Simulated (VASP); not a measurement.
# SiC5 (F-43m) in VASP: single point with PBE

Aim: the single point of SiC5 with PBE.

Program: VASP 6.6.1. These are calculated values, not measurements. Logs are shortened: lines on timing, memory, paths and dates and some standing lists are left out, and cuts for length are marked.

## Step 1: The cell of the first run

It takes space group F-43m (No. 216, cubic). The conventional cell has a = 6.146 Å, b = 6.146 Å, c = 6.146 Å, α = 90.00°, β = 90.00°, γ = 90.00°. Si (site symmetry -43m) has 16 C at 2.51 to 2.66 Å within 3.3 Å. Within 3.5 Å of C (site symmetry -43m) lie 12 C at 2.64 Å and 4 Si at 2.66 Å. Within 2.1 Å of C (site symmetry 3m) lie 3 C at 1.56 Å.

The cell was generated, and may not be a known phase.

## Step 2: Single point, PBE

Input file INCAR:

```
SYSTEM = SiC5
PREC = Accurate
ENCUT = 1300
EDIFF = 1E-6
ISMEAR = 0
SIGMA = 0.1
LREAL = .False.
LASPH = .True.
NELM = 120
ALGO = Normal
ISIF = 2
LWAVE = .False.
LCHARG = .False.
GGA = PE
NBANDS = 21
GGA_COMPAT = .False.
```

Input file KPOINTS:

```
Automatic mesh
0
Gamma
  4 4 4
  0 0 0
```

Input file POSCAR:

```
SiC5
1.0
    0.0000000000      3.0729950192      3.0729950192
    3.0729950192      0.0000000000      3.0729950192
    3.0729950192      3.0729950192      0.0000000000
Si C
1 5
Direct
    0.0000000000      0.0000000000      0.0000000000
    0.7500000000      0.7500000000      0.7500000000
    0.3399211835      0.3399211835      0.9802364496
    0.3399211835      0.9802364496      0.3399211835
    0.9802364496      0.3399211835      0.3399211835
    0.3399211835      0.3399211835      0.3399211835
```

Potentials or basis: VASP PAW PBE potentials, release 64 (Si, C_h).

Command:

```
cat potpaw_PBE.64/Si/POTCAR potpaw_PBE.64/C_h/POTCAR > POTCAR
mpirun -np 1 vasp_std > vasp.out
```

OUTCAR:

```text
SYSTEM = SiC5
   PREC = Accurate
   ENCUT = 1300
   EDIFF = 1E-6
   ISMEAR = 0
   LREAL = .False.
   LASPH = .True.
   NELM = 120
   ISIF = 2
   GGA = PE

 ion  position               nearest neighbor table
   1  0.000  0.000  0.000-
   2  0.750  0.750  0.750-
   3  0.340  0.340  0.980-
   4  0.340  0.980  0.340-
   5  0.980  0.340  0.340-
   6  0.340  0.340  0.340-

  LATTYP: Found a face centered cubic cell.
 ALAT       =     6.1459900384

  Lattice vectors:

 A1 = (   0.0000000000,   3.0729950192,   3.0729950192)
 A2 = (   3.0729950192,   0.0000000000,   3.0729950192)
 A3 = (   3.0729950192,   3.0729950192,   0.0000000000)

Analysis of symmetry for initial positions (statically):
=====================================================================
 Subroutine PRICEL returns:
 Original cell was already a primitive cell.

 Routine SETGRP: Setting up the symmetry group for a
 face centered cubic supercell.

 Subroutine GETGRP returns: Found 24 space group operations
 (whereof 24 operations were pure point group operations)
 out of a pool of 48 trial point group operations.

The static configuration has the point symmetry T_d .

Analysis of symmetry for dynamics (positions and initial velocities):
=====================================================================
 Subroutine PRICEL returns:
 Original cell was already a primitive cell.

 Routine SETGRP: Setting up the symmetry group for a
 face centered cubic supercell.

 Subroutine GETGRP returns: Found 24 space group operations
 (whereof 24 operations were pure point group operations)
 out of a pool of 48 trial point group operations.

The dynamic configuration has the point symmetry T_d .

 Subroutine INISYM returns: Found 24 space group operations
 (whereof 24 operations are pure point group operations),
 and found     1 'primitive' translations

----------------------------------------------------------------------------------------

                                     Primitive cell

  volume of cell :      58.0384

  direct lattice vectors                    reciprocal lattice vectors
     0.000000000  3.072995019  3.072995019    -0.162707716  0.162707716  0.162707716
[... 75 lines left out ...]
   ENCUT  = 1300.0 eV  95.55 Ry    9.77 a.u.  12.78 12.78 12.78*2*pi/ulx,y,z
   NELM   =    120;   NELMIN=  2; NELMDL= -5     # of ELM steps
   EDIFF  = 0.1E-05   stopping-criterion for ELM
   LREAL  =      F    real-space projection
   EDIFFG = 0.1E-04   stopping-criterion for IOM
   NSW    =      0    number of steps for IOM
   IBRION =     -1    ionic relax: 0-MD 1-quasi-New 2-CG
   NFREE  =      0    steps in history (QN), initial steepest desc. (CG)
   ISIF   =      2    stress and relaxation
   ISYM   =      2    0-nonsym 1-usesym 2-fastsym
   POTIM  = 0.5000    time-step for ionic-motion
   TEBEG  =    0.0;   TEEND  =   0.0 temperature during run
   PSTRESS=    0.0 pullay stress
   NELECT =      24.0000    total number of electrons
   NUPDOWN=      -1.0000    fix difference up-down
   EMIN   =  10.00;   EMAX   =-10.00  energy-range for DOS
   EFERMI =   0.00;   METHOD = LEGACY
   ISMEAR =     0;   SIGMA  =   0.10  broadening in eV -4-tet -1-fermi 0-gaus
   EFERMI_NEDOS =   21; number of points for ismear=-14 and -15
   IALGO  =     38    algorithm
   IMIX   =      4    mixing-type and parameters
     AMIX     =   0.40;   BMIX     =  1.00
     AMIX_MAG =   1.60;   BMIX_MAG =  1.00
  volume/ion in A,a.u.               =       9.67        65.28
  Fermi-wavevector in a.u.,A,eV,Ry     =   1.219664  2.304830 20.239745  1.487579
  Thomas-Fermi vector in A             =   2.354908
   LORBIT       =      0    0 simple, 1 ext, 2 COOP (PROOUT), +10 PAW based schemes
   GGA     = PE    functional components
   LHFCALC =     F    Hartree Fock is set to
   AEXX    =    0.0000 exact exchange contribution
   IVDW    =     0    specifies the selected vdW correction
   LEPSILON=     F    determine dielectric tensor
   LRPA    =     F    only Hartree local field effects (RPA)
 non-spin polarized calculation
 Gauss-broadening in eV      SIGMA  =   0.10
  energy-cutoff  :     1300.00
  volume of cell :       58.04
 maximum number of plane-waves:      6218
 NGX is ok and might be reduce to    54
   NGX = 25   NGY = 25   NGZ = 25

 number of electron      24.0000000 magnetization

 Free energy of the ion-electron system (eV)
  ---------------------------------------------------
  ext. energy  EPLUGINS =         0.00000000
  ---------------------------------------------------
  free energy    TOTEN  =       -31.51469445 eV

  energy without entropy =      -31.49104827  energy(sigma->0) =      -31.50287136

 E-fermi :   6.2004     XC(G=0): -11.3754

 val. band max:        6.1415637734   @ k =  -0.2500   0.2500   0.0000
 cond. band min:       6.2372999374   @ k =  -0.2500   0.5000   0.2500
 fundamental gap:      0.0957361640
 Fermi energy:         6.2003725871

 k-point     1 :       0.0000    0.0000    0.0000
  band No.  band energies     occupation
      1     -14.2314      2.00000
      2      -4.8803      2.00000
      3      -2.7040      2.00000
      4      -2.7040      2.00000
      5      -2.7040      2.00000
      6       1.3909      2.00000
[... 181 lines left out ...]
     20      13.7421      0.00000
     21      14.2608      0.00000

------------------------ aborting loop because EDIFF is reached ----------------------------------------

  FORCE on cell =-STRESS in cart. coord.  units (eV):
  Direction    XX          YY          ZZ          XY          YZ          ZX
  --------------------------------------------------------------------------------------
  -------------------------------------------------------------------------------------
  Total       -0.0813185     -0.0813185     -0.0813185     -0.0000000     -0.0000000      0.0000000
  in kB       -2.2448344     -2.2448344     -2.2448344     -0.0000000     -0.0000000      0.0000000
  external PRESSURE =      -2.2448344 kB  Pullay stress =       0.0000000 kB

 VOLUME and BASIS-vectors are now :
 -----------------------------------------------------------------------------
  energy-cutoff  :     1300.00
  volume of cell :       58.04
      direct lattice vectors                 reciprocal lattice vectors
     0.000000000  3.072995019  3.072995019    -0.162707716  0.162707716  0.162707716
     3.072995019  0.000000000  3.072995019     0.162707716 -0.162707716  0.162707716
     3.072995019  3.072995019  0.000000000     0.162707716  0.162707716 -0.162707716

 POSITION                                       TOTAL-FORCE (eV/Angst)
 -----------------------------------------------------------------------------------
      0.00000      0.00000      0.00000        -0.000000     -0.000000     -0.000000
      4.60949      4.60949      4.60949        -0.000000     -0.000000     -0.000000
      4.05684      4.05684      2.08915        -0.014760     -0.014760      0.014760
      4.05684      2.08915      4.05684        -0.014760      0.014760     -0.014760
      2.08915      4.05684      4.05684         0.014760     -0.014760     -0.014760
      2.08915      2.08915      2.08915         0.014760      0.014760      0.014760
 -----------------------------------------------------------------------------------
    total drift:                               -0.000000     -0.000000     -0.000000

  FREE ENERGIE OF THE ION-ELECTRON SYSTEM (eV)
  ---------------------------------------------------
  free  energy   TOTEN  =       -31.5146944484 eV

  energy  without entropy=      -31.4910482734  energy(sigma->0) =      -31.50287136
```

stdout:

```text
POSCAR found type information on POSCAR SiC
 POSCAR found :  2 types and       6 ions
 scaLAPACK will be used
 LDA part: xc-table for (Slater+PW92), standard interpolation
 POSCAR, INCAR and KPOINTS ok, starting setup
 FFT: planning ... GRIDC
 FFT: planning ... GRID_SOFT
 FFT: planning ... GRID
 WAVECAR not read
 entering main loop
```

Wall time 35 s (1 thread of AMD EPYC 9R45 (Zen 5), shared host); peak memory 0.34 GiB.

What came out:

```
Free energy            : -31.5147 eV
Pressure               : -0.2 GPa
Largest force          : 0.026 eV/Å
Band gap on the k mesh : zero (bands 12 and 13 overlap by 0.96 eV)
```

Forces on the atoms (eV/Å):
```
Si   0.000  0.000  0.000
C    0.000  0.000  0.000
C   -0.015 -0.015  0.015
C   -0.015  0.015 -0.015
C    0.015 -0.015 -0.015
C    0.015  0.015  0.015
```

Caveat: the k points lie up to 0.44 Å⁻¹ apart, too coarse for converged energies and pressures of a metal.

The gap in the log of VASP goes by the Fermi energy; the results here count the filled bands.